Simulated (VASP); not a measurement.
Here is a VASP 6.6.1 calculation.

INCAR

```
SYSTEM = SrMg
PREC = Accurate
ENCUT = 520
EDIFF = 1E-6
ISMEAR = -1
SIGMA = 0.05
LREAL = .False.
LASPH = .True.
NELM = 80
ALGO = Normal
ISIF = 2
LWAVE = .False.
LCHARG = .False.
GGA = CA
NBANDS = 13
```

File KPOINTS:

```
regular mesh
0
Gamma
  9 9 9
  0 0 0
```

The input POSCAR:

```
SrMg
1.0
    3.8869564243      0.0000000000      0.0000000000
    0.0000000000      3.8869564243      0.0000000000
    0.0000000000      0.0000000000      3.8869564243
Sr Mg
1 1
Direct
    0.5000000000      0.5000000000      0.5000000000
    0.0000000000      0.0000000000      0.0000000000
```

Potentials or basis: VASP PAW LDA potentials, release 64 (Sr_sv, Mg).

Command:

```console
$ cat potpaw_LDA.64/Sr_sv/POTCAR potpaw_LDA.64/Mg/POTCAR > POTCAR
$ mpirun -np 1 vasp_std > vasp.out
```

Question: What does it give for the pressure?

Answer: 3.6 GPa.

Question: What does it give for the band gap on the k mesh?

Answer: Zero (band 6 reaches 3.27 eV, above the bottom of band 7 at 1.89 eV).
